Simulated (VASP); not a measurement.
# CdS (F-43m) in VASP: further runs

CdS is run at these levels: LDA, PBE; tasks: single point.

All numbers are computed with VASP 6.6.1; they aren't measurements. Logs are shortened: lines on timing, memory, paths and dates and some standing lists are left out, and cuts for length are marked.

## Step 1: The cell of the first run

The structure is cubic, space group F-43m (No. 216). Conventional cell: a = 5.878 Å, b = 5.878 Å, c = 5.878 Å, α = 90.00°, β = 90.00°, γ = 90.00°. Within 3.4 Å of Cd (site symmetry -43m) lie 4 S at 2.55 Å. S (site symmetry -43m) has 4 Cd at 2.55 Å within 3.4 Å.

## Step 2: Single point, LDA

INCAR reads:

```
ALGO = Normal ; EDIFF = 1E-6
ENCUT = 500 ; GGA = CA
GGA_COMPAT = F ; ISIF = 2
ISMEAR = 0 ; LASPH = T
LCHARG = T ; LELF = T
LREAL = F ; LVHAR = T
LWAVE = F ; NBANDS = 16
NELM = 120 ; PREC = Accurate
SIGMA = 0.01
```

KPOINTS reads:

```
k-points
0
Gamma
  6 6 6
```

POSCAR reads:

```
CdS
1.0
    0.0000000000      2.9392138883      2.9392138883
    2.9392138883      0.0000000000      2.9392138883
    2.9392138883      2.9392138883      0.0000000000
Cd S
1 1
Direct
    0.0000000000      0.0000000000      0.0000000000
    0.2500000000      0.2500000000      0.2500000000
```

Potentials or basis: VASP PAW LDA potentials, release 64 (Cd, S).

Run with:

```console
$ cat potpaw_LDA.64/Cd/POTCAR potpaw_LDA.64/S/POTCAR > POTCAR
$ mpirun -np 1 vasp_std > vasp.out
```

OUTCAR:

```text
EDIFF = 1E-6
   ENCUT = 500
   GGA = CA
   ISIF = 2
   ISMEAR = 0
   LASPH = T
   LREAL = F
   NELM = 120
   PREC = Accurate

 ion  position               nearest neighbor table
   1  0.000  0.000  0.000-   2 2.55   2 2.55   2 2.55   2 2.55
   2  0.250  0.250  0.250-   1 2.55   1 2.55   1 2.55   1 2.55

  LATTYP: Found a face centered cubic cell.
 ALAT       =     5.8784277766

  Lattice vectors:

 A1 = (   0.0000000000,   2.9392138883,   2.9392138883)
 A2 = (   2.9392138883,   0.0000000000,   2.9392138883)
 A3 = (   2.9392138883,   2.9392138883,   0.0000000000)

Analysis of symmetry for initial positions (statically):
=====================================================================
 Subroutine PRICEL returns:
 Original cell was already a primitive cell.

 Routine SETGRP: Setting up the symmetry group for a
 face centered cubic supercell.

 Subroutine GETGRP returns: Found 24 space group operations
 (whereof 24 operations were pure point group operations)
 out of a pool of 48 trial point group operations.

The static configuration has the point symmetry T_d .

Analysis of symmetry for dynamics (positions and initial velocities):
=====================================================================
 Subroutine PRICEL returns:
 Original cell was already a primitive cell.

 Routine SETGRP: Setting up the symmetry group for a
 face centered cubic supercell.

 Subroutine GETGRP returns: Found 24 space group operations
 (whereof 24 operations were pure point group operations)
 out of a pool of 48 trial point group operations.

The dynamic configuration has the point symmetry T_d .

 Subroutine INISYM returns: Found 24 space group operations
 (whereof 24 operations are pure point group operations),
 and found     1 'primitive' translations

----------------------------------------------------------------------------------------

                                     Primitive cell

  volume of cell :      50.7836

  direct lattice vectors                    reciprocal lattice vectors
     0.000000000  2.939213888  2.939213888    -0.170113513  0.170113513  0.170113513
     2.939213888  0.000000000  2.939213888     0.170113513 -0.170113513  0.170113513
     2.939213888  2.939213888  0.000000000     0.170113513  0.170113513 -0.170113513

  length of vectors
     4.156676144  4.156676144  4.156676144     0.294645248  0.294645248  0.294645248

  position of ions in fractional coordinates (direct lattice)
     0.000000000  0.000000000  0.000000000
     0.250000000  0.250000000  0.250000000

  ion indices of the primitive-cell ions
   primitive index   ion index
                 1           1
                 2           2

----------------------------------------------------------------------------------------

 KPOINTS: k-points

Automatic generation of k-mesh.
 Grid dimensions read from file:
 generate k-points for:    6    6    6

 Generating k-lattice:

  Cartesian coordinates                     Fractional coordinates (reciprocal lattice)
    -0.028352252  0.028352252  0.028352252     0.166666667  0.000000000  0.000000000
     0.028352252 -0.028352252  0.028352252     0.000000000  0.166666667  0.000000000
     0.028352252  0.028352252 -0.028352252     0.000000000  0.000000000  0.166666667

  Length of vectors
     0.049107541  0.049107541  0.049107541

  Shift w.r.t. Gamma in fractional coordinates (k-lattice)
     0.000000000  0.000000000  0.000000000

 Subroutine IBZKPT returns following result:
 ===========================================

 Found     16 irreducible k-points:

 Following reciprocal coordinates:
            Coordinates               Weight
  0.000000  0.000000  0.000000      1.000000
  0.166667  0.000000  0.000000      8.000000
  0.333333  0.000000  0.000000      8.000000
  0.500000  0.000000  0.000000      4.000000
  0.166667  0.166667  0.000000      6.000000
  0.333333  0.166667  0.000000     24.000000
[... 8 lines left out ...]
 -0.333333  0.333333  0.166667     24.000000
 -0.333333  0.500000  0.166667     12.000000
   k-points           NKPTS =     16   k-points in BZ     NKDIM =     16   number of bands    NBANDS=     16
   number of dos      NEDOS =    301   number of ions     NIONS =      2
   total plane-waves  NPLWV =  27000
   dimension x,y,z NGX =    30 NGY =   30 NGZ =   30
   dimension x,y,z NGXF=    60 NGYF=   60 NGZF=   60
   ions per type =               1   1
   NGX,Y,Z   is equivalent  to a cutoff of  12.00, 12.00, 12.00 a.u.
   NGXF,Y,Z  is equivalent  to a cutoff of  24.00, 24.00, 24.00 a.u.
 SYSTEM =  unknown system
   PREC   = accura    normal or accurate (medium, high low for compatibility)
   ISTART =      0    job   : 0-new  1-cont  2-samecut
   ICHARG =      2    charge: 1-file 2-atom 10-const
   ISPIN  =      1    spin polarized calculation?
   LNONCOLLINEAR =      F non collinear calculations
   LSORBIT =      F    spin-orbit coupling
   LASPH  =      T    aspherical Exc in radial PAW
   ENCUT  =  500.0 eV  36.75 Ry    6.06 a.u.   7.58  7.58  7.58*2*pi/ulx,y,z
   NELM   =    120;   NELMIN=  2; NELMDL= -5     # of ELM steps
   EDIFF  = 0.1E-05   stopping-criterion for ELM
   LREAL  =      F    real-space projection
   EDIFFG = 0.1E-04   stopping-criterion for IOM
   NSW    =      0    number of steps for IOM
   IBRION =     -1    ionic relax: 0-MD 1-quasi-New 2-CG
   NFREE  =      0    steps in history (QN), initial steepest desc. (CG)
   ISIF   =      2    stress and relaxation
   ISYM   =      2    0-nonsym 1-usesym 2-fastsym
   POTIM  = 0.5000    time-step for ionic-motion
   TEBEG  =    0.0;   TEEND  =   0.0 temperature during run
   PSTRESS=    0.0 pullay stress
   NELECT =      18.0000    total number of electrons
   NUPDOWN=      -1.0000    fix difference up-down
   EMIN   =  10.00;   EMAX   =-10.00  energy-range for DOS
   EFERMI =   0.00;   METHOD = LEGACY
   ISMEAR =     0;   SIGMA  =   0.01  broadening in eV -4-tet -1-fermi 0-gaus
   EFERMI_NEDOS =   21; number of points for ismear=-14 and -15
   IALGO  =     38    algorithm
   IMIX   =      4    mixing-type and parameters
     AMIX     =   0.40;   BMIX     =  1.00
     AMIX_MAG =   1.60;   BMIX_MAG =  1.00
  volume/ion in A,a.u.               =      25.39       171.35
  Fermi-wavevector in a.u.,A,eV,Ry     =   1.158576  2.189391 18.263073  1.342298
  Thomas-Fermi vector in A             =   2.295177
   LORBIT       =      0    0 simple, 1 ext, 2 COOP (PROOUT), +10 PAW based schemes
   GGA     = CA    functional components
   LHFCALC =     F    Hartree Fock is set to
   AEXX    =    0.0000 exact exchange contribution
   IVDW    =     0    specifies the selected vdW correction
   LEPSILON=     F    determine dielectric tensor
   LRPA    =     F    only Hartree local field effects (RPA)
 non-spin polarized calculation
 Gauss-broadening in eV      SIGMA  =   0.01
  energy-cutoff  :      500.00
  volume of cell :       50.78
 maximum number of plane-waves:      1308
   NGX = 15   NGY = 15   NGZ = 15

 number of electron      17.9999993 magnetization

 Free energy of the ion-electron system (eV)
  ---------------------------------------------------
  ext. energy  EPLUGINS =         0.00000000
  ---------------------------------------------------
  free energy    TOTEN  =        -7.37578466 eV

  energy without entropy =       -7.37578466  energy(sigma->0) =       -7.37578466

 E-fermi :   1.0482     XC(G=0):  -9.4803

 val. band max:        0.9294960487   @ k =   0.0000   0.0000   0.0000
 cond. band min:       1.7687774903   @ k =   0.0000   0.0000   0.0000
 fundamental gap:      0.8392814416
 Fermi energy:         1.0482077668

 k-point     1 :       0.0000    0.0000    0.0000
  band No.  band energies     occupation
      1     -11.2852      2.00000
      2      -6.7660      2.00000
      3      -6.7660      2.00000
      4      -6.7660      2.00000
      5      -6.3125      2.00000
      6      -6.3125      2.00000
[... 8 lines left out ...]
     15      12.3323      0.00000
     16      12.3323      0.00000

 k-point     2 :       0.1667    0.0000    0.0000
  band No.  band energies     occupation
      1     -11.1802      2.00000
      2      -6.7302      2.00000
      3      -6.7302      2.00000
      4      -6.6709      2.00000
      5      -6.3134      2.00000
      6      -6.3134      2.00000
[... 8 lines left out ...]
     15      11.4898      0.00000
     16      12.3696      0.00000

 k-point     3 :       0.3333    0.0000    0.0000
  band No.  band energies     occupation
      1     -10.9691      2.00000
      2      -6.6720      2.00000
      3      -6.6720      2.00000
      4      -6.3162      2.00000
      5      -6.2970      2.00000
      6      -6.2970      2.00000
[... 8 lines left out ...]
     15      11.8880      0.00000
     16      11.8880      0.00000

 k-point     4 :       0.5000    0.0000    0.0000
  band No.  band energies     occupation
      1     -10.8642      2.00000
      2      -6.6521      2.00000
      3      -6.6521      2.00000
      4      -6.2771      2.00000
      5      -6.2771      2.00000
      6      -5.9479      2.00000
[... 8 lines left out ...]
     15      13.3521      0.00000
     16      13.3521      0.00000

 k-point     5 :       0.1667    0.1667    0.0000
  band No.  band energies     occupation
      1     -11.1456      2.00000
      2      -6.6934      2.00000
      3      -6.6934      2.00000
      4      -6.6901      2.00000
      5      -6.3364      2.00000
      6      -6.2919      2.00000
[... 8 lines left out ...]
     15      12.5172      0.00000
     16      13.8729      0.00000

 k-point     6 :       0.3333    0.1667    0.0000
  band No.  band energies     occupation
      1     -10.9710      2.00000
      2      -6.6556      2.00000
      3      -6.6239      2.00000
      4      -6.4727      2.00000
      5      -6.2890      2.00000
      6      -6.2732      2.00000
[... 8 lines left out ...]
     15      12.6993      0.00000
     16      13.5775      0.00000

 k-point     7 :       0.5000    0.1667    0.0000
  band No.  band energies     occupation
      1     -10.8328      2.00000
      2      -6.6313      2.00000
      3      -6.5969      2.00000
      4      -6.3427      2.00000
      5      -6.2711      2.00000
      6      -5.9295      2.00000
[... 8 lines left out ...]
     15      13.4168      0.00000
     16      13.4952      0.00000

 k-point     8 :      -0.3333    0.1667    0.0000
  band No.  band energies     occupation
      1     -10.8670      2.00000
      2      -6.6321      2.00000
      3      -6.6209      2.00000
      4      -6.3172      2.00000
      5      -6.3111      2.00000
      6      -6.0433      2.00000
[... 8 lines left out ...]
     15      12.6766      0.00000
     16      13.6465      0.00000

 k-point     9 :      -0.1667    0.1667    0.0000
  band No.  band energies     occupation
      1     -11.0402      2.00000
      2      -6.6875      2.00000
      3      -6.6673      2.00000
      4      -6.5118      2.00000
      5      -6.3315      2.00000
      6      -6.2780      2.00000
[... 8 lines left out ...]
     15      12.0663      0.00000
     16      13.9589      0.00000

 k-point    10 :       0.3333    0.3333    0.0000
  band No.  band energies     occupation
      1     -10.8688      2.00000
      2      -6.5515      2.00000
      3      -6.5297      2.00000
      4      -6.5297      2.00000
      5      -6.2504      2.00000
      6      -6.2076      2.00000
[... 8 lines left out ...]
     15      12.9743      0.00000
     16      15.9534      0.00000

 k-point    11 :       0.5000    0.3333    0.0000
  band No.  band energies     occupation
      1     -10.7680      2.00000
      2      -6.5695      2.00000
      3      -6.4867      2.00000
      4      -6.4409      2.00000
      5      -6.2499      2.00000
      6      -5.8991      2.00000
[... 8 lines left out ...]
     15      13.5518      0.00000
     16      14.4057      0.00000

 k-point    12 :      -0.3333    0.3333    0.0000
  band No.  band energies     occupation
      1     -10.7682      2.00000
      2      -6.5959      2.00000
      3      -6.5255      2.00000
      4      -6.3625      2.00000
      5      -6.2916      2.00000
      6      -5.7784      2.00000
[... 8 lines left out ...]
     15      12.1515      0.00000
     16      15.3377      0.00000

 k-point    13 :       0.5000    0.5000    0.0000
  band No.  band energies     occupation
      1     -10.7345      2.00000
      2      -6.5641      2.00000
      3      -6.4362      2.00000
      4      -6.4362      2.00000
      5      -6.2295      2.00000
      6      -5.8849      2.00000
[... 8 lines left out ...]
     15      13.2717      0.00000
     16      14.2879      0.00000

 k-point    14 :       0.5000    0.3333    0.1667
  band No.  band energies     occupation
      1     -10.8346      2.00000
      2      -6.5880      2.00000
      3      -6.5790      2.00000
      4      -6.4045      2.00000
      5      -6.2751      2.00000
      6      -6.0298      2.00000
[... 8 lines left out ...]
     15      13.6709      0.00000
     16      14.0073      0.00000

 k-point    15 :      -0.3333    0.3333    0.1667
  band No.  band energies     occupation
      1     -10.7682      2.00000
      2      -6.5845      2.00000
      3      -6.5427      2.00000
      4      -6.3531      2.00000
      5      -6.2951      2.00000
      6      -5.7767      2.00000
[... 8 lines left out ...]
     15      13.1462      0.00000
     16      14.1059      0.00000

 k-point    16 :      -0.3333    0.5000    0.1667
  band No.  band energies     occupation
      1     -10.7358      2.00000
      2      -6.5489      2.00000
      3      -6.5107      2.00000
      4      -6.3874      2.00000
      5      -6.2725      2.00000
      6      -5.7476      2.00000
[... 8 lines left out ...]
     15      13.9715      0.00000
     16      14.0103      0.00000

------------------------ aborting loop because EDIFF is reached ----------------------------------------

  FORCE on cell =-STRESS in cart. coord.  units (eV):
  Direction    XX          YY          ZZ          XY          YZ          ZX
  --------------------------------------------------------------------------------------
  -------------------------------------------------------------------------------------
  Total       -1.0406641     -1.0406641     -1.0406641     -0.0000000      0.0000000     -0.0000000
  in kB      -32.8320183    -32.8320183    -32.8320183     -0.0000000      0.0000000     -0.0000000
  external PRESSURE =     -32.8320183 kB  Pullay stress =       0.0000000 kB

 VOLUME and BASIS-vectors are now :
 -----------------------------------------------------------------------------
  energy-cutoff  :      500.00
  volume of cell :       50.78
      direct lattice vectors                 reciprocal lattice vectors
     0.000000000  2.939213888  2.939213888    -0.170113513  0.170113513  0.170113513
     2.939213888  0.000000000  2.939213888     0.170113513 -0.170113513  0.170113513
     2.939213888  2.939213888  0.000000000     0.170113513  0.170113513 -0.170113513

 POSITION                                       TOTAL-FORCE (eV/Angst)
 -----------------------------------------------------------------------------------
      0.00000      0.00000      0.00000        -0.000000     -0.000000     -0.000000
      1.46961      1.46961      1.46961         0.000000      0.000000      0.000000
 -----------------------------------------------------------------------------------
    total drift:                                0.000000      0.000000     -0.000000

  FREE ENERGIE OF THE ION-ELECTRON SYSTEM (eV)
  ---------------------------------------------------
  free  energy   TOTEN  =        -7.3757846611 eV

  energy  without entropy=       -7.3757846611  energy(sigma->0) =       -7.37578466
```

It took 21 s on 1 thread of Intel Xeon 8259CL, shared host; peak memory 0.15 GiB.

Results:

| Item | Value |
| --- | --- |
| Free energy | -7.3758 eV |
| Pressure | -3.3 GPa |
| Band gap on the k mesh | 0.84 eV |

Levels at points of the mesh, in eV from the valence-band top:
| k point | band 7 | band 8 | band 9 | band 10 | band 11 | band 12 |
| --- | --- | --- | --- | --- | --- | --- |
| (0.00, 0.00, 0.00) | 0.00 | 0.00 | 0.00 | 0.84 | 6.36 | 6.36 |
| (0.50, 0.00, 0.00) | -4.38 | -0.74 | -0.74 | 2.75 | 6.84 | 6.84 |
| (0.50, 0.50, 0.00) | -3.96 | -1.84 | -1.84 | 3.34 | 4.14 | 8.86 |

Caveat: the cell stands under tension.

## Step 3: Single point, PBE

INCAR reads:

```
SYSTEM = CdS
  ALGO = Normal
  EDIFF = 1E-6
  ENCUT = 500
  GGA = PE
  GGA_COMPAT = .False.
  ISIF = 2
  ISMEAR = 0
  ISYM = 0
  LASPH = .True.
  LCHARG = .False.
  LREAL = .False.
  LWAVE = .False.
  NBANDS = 16
  NELM = 120
  PREC = Accurate
  SIGMA = 0.01
```

KPOINTS reads:

```
k-points
0
Gamma
  6 6 6
  0 0 0
```

POSCAR is that of step 2.

Potentials or basis: VASP PAW PBE potentials, release 64 (Cd, S).

Run with:

```console
$ cat potpaw_PBE.64/Cd/POTCAR potpaw_PBE.64/S/POTCAR > POTCAR
$ mpirun -np 1 vasp_std > vasp.out
```

OUTCAR:

```text
SYSTEM = CdS
   EDIFF = 1E-6
   ENCUT = 500
   GGA = PE
   ISIF = 2
   ISMEAR = 0
   ISYM = 0
   LASPH = .True.
   LREAL = .False.
   NELM = 120
   PREC = Accurate

 ion  position               nearest neighbor table
   1  0.000  0.000  0.000-   2 2.55   2 2.55   2 2.55   2 2.55
   2  0.250  0.250  0.250-   1 2.55   1 2.55   1 2.55   1 2.55

IMPORTANT INFORMATION: All symmetrisations will be switched off!
NOSYMM: (Re-)initialisation of all symmetry stuff for point group C_1.

[... 610 lines left out ...]
  Direction    XX          YY          ZZ          XY          YZ          ZX
  --------------------------------------------------------------------------------------
  -------------------------------------------------------------------------------------
  Total        0.5413292      0.5413312      0.5413286     -0.0000062     -0.0000005     -0.0000049
  in kB       17.0784515     17.0785133     17.0784318     -0.0001943     -0.0000156     -0.0001534
  external PRESSURE =      17.0784655 kB  Pullay stress =       0.0000000 kB

 VOLUME and BASIS-vectors are now :
 -----------------------------------------------------------------------------
  energy-cutoff  :      500.00
  volume of cell :       50.78
      direct lattice vectors                 reciprocal lattice vectors
     0.000000000  2.939213888  2.939213888    -0.170113513  0.170113513  0.170113513
     2.939213888  0.000000000  2.939213888     0.170113513 -0.170113513  0.170113513
     2.939213888  2.939213888  0.000000000     0.170113513  0.170113513 -0.170113513

 POSITION                                       TOTAL-FORCE (eV/Angst)
 -----------------------------------------------------------------------------------
      0.00000      0.00000      0.00000         0.000000     -0.000001     -0.000001
      1.46961      1.46961      1.46961        -0.000000      0.000001      0.000001
 -----------------------------------------------------------------------------------
    total drift:                                0.000001     -0.000001     -0.000002

  FREE ENERGIE OF THE ION-ELECTRON SYSTEM (eV)
  ---------------------------------------------------
  free  energy   TOTEN  =        -6.1370218087 eV

  energy  without entropy=       -6.1370218087  energy(sigma->0) =       -6.13702181
```

OSZICAR:

```text
N       E                     dE             d eps       ncg     rms          rms(c)
DAV:   1     0.106188618855E+03    0.10619E+03   -0.87714E+03  3680   0.992E+02
DAV:   2    -0.252607909609E+01   -0.10871E+03   -0.10257E+03  4352   0.249E+02
DAV:   3    -0.666055496789E+01   -0.41345E+01   -0.41268E+01  4528   0.507E+01
DAV:   4    -0.668587048767E+01   -0.25316E-01   -0.25314E-01  4528   0.386E+00
DAV:   5    -0.668621769690E+01   -0.34721E-03   -0.34720E-03  4480   0.428E-01    0.772E+00
DAV:   6    -0.615527476504E+01    0.53094E+00   -0.84902E-01  5528   0.114E+01    0.625E+00
DAV:   7    -0.613658543561E+01    0.18689E-01   -0.19312E-01  4272   0.299E+00    0.308E+00
DAV:   8    -0.613688134595E+01   -0.29591E-03   -0.17522E-02  4296   0.166E+00    0.294E-01
DAV:   9    -0.613680686453E+01    0.74481E-04   -0.20439E-03  4464   0.656E-01    0.603E-02
DAV:  10    -0.613694318836E+01   -0.13632E-03   -0.24706E-04  4152   0.153E-01    0.697E-02
DAV:  11    -0.613702936682E+01   -0.86178E-04   -0.13637E-04  4536   0.921E-02    0.238E-02
DAV:  12    -0.613702081983E+01    0.85470E-05   -0.25364E-05  4512   0.646E-02    0.974E-03
DAV:  13    -0.613702208537E+01   -0.12655E-05   -0.39878E-06  4040   0.116E-02    0.910E-03
DAV:  14    -0.613702180874E+01    0.27663E-06   -0.26134E-07  3368   0.321E-03
   1 F= -.61370218E+01 E0= -.61370218E+01  d E =-.117780E-15
```

It took 2.1 min on 1 thread of Intel Xeon 8259CL, shared host; peak memory 0.23 GiB.

What came out:

| Property | Result |
| --- | --- |
| Free energy | -6.1370 eV |
| Pressure | 1.7 GPa |
| Band gap on the k mesh | 1.10 eV |

A hybrid or GW would open this gap; PBE tends to underestimate it.
